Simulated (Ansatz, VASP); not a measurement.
# One calculation of V, two programs

INCAR

```
SYSTEM = V
  PREC = Accurate
  ENCUT = 520
  EDIFF = 1E-6
  ISMEAR = 0
  SIGMA = 0.05
  LREAL = .False.
  LASPH = .True.
  NELM = 150
  ALGO = Normal
  ISIF = 2
  LWAVE = .False.
  LCHARG = .True.
  ISPIN = 2
  MAGMOM = 0.5
  LORBIT = 11
  LMAXMIX = 4
  GGA = PE
  LELF = .True.
  LVHAR = .True.
  NBANDS = 16
```

File KPOINTS:

```
regular mesh
0
Gamma
  18 18 18
  0 0 0
```

The input POSCAR:

```
V
1.0
    0.0000000000      1.9079759600      1.9079759600
    1.9079759600      0.0000000000      1.9079759600
    1.9079759600      1.9079759600      0.0000000000
V
1
Direct
    0.0000000000      0.0000000000      0.0000000000
```

Input for Ansatz:

```yaml
crystal:
  lattice:
    - [0.0, 1.90797596, 1.90797596]
    - [1.90797596, 0.0, 1.90797596]
    - [1.90797596, 1.90797596, 0.0]
  atoms:
    - { symbol: V, position: [0.0, 0.0, 0.0], spin: 0.5 }
basis:
  ecutwfc: 420
  ecutrho_ratio: 4
kpoints:
  mp_grid: { grid: [18, 18, 18] }
hamiltonian:
  xc: pbe
scf:
  occupations: { method: gaussian, width: 0.05 }
output:
  forces: true
  stress: true
  eigenvalues: true
  populations: true
magnetization:
  spin_polarized: true
```

Alike in both runs: task single point; functional PBE; k mesh 18 × 18 × 18; occupations gaussian, width 0.05 eV; collinear spin.

|  | VASP | Ansatz |
| --- | --- | --- |
| version | VASP 6.6.1 | Ansatz 0.2.0 |
| potentials or method | VASP PAW PBE potentials, release 64 (V_sv), cutoff 520 eV | scalar-relativistic, plane waves, PAW |
| valence electrons in the cell | 13 | 13 |

Ansatz gave:

```
pressure (GPa)           : 0.0
net moment per atom (μB) : 0.00
```

Problem. What did VASP give for the same quantities?

Solution. Pressure (GPa): 0.2; net moment per atom (μB): 0.00.

Ansatz's warnings: seeded moment not kept.
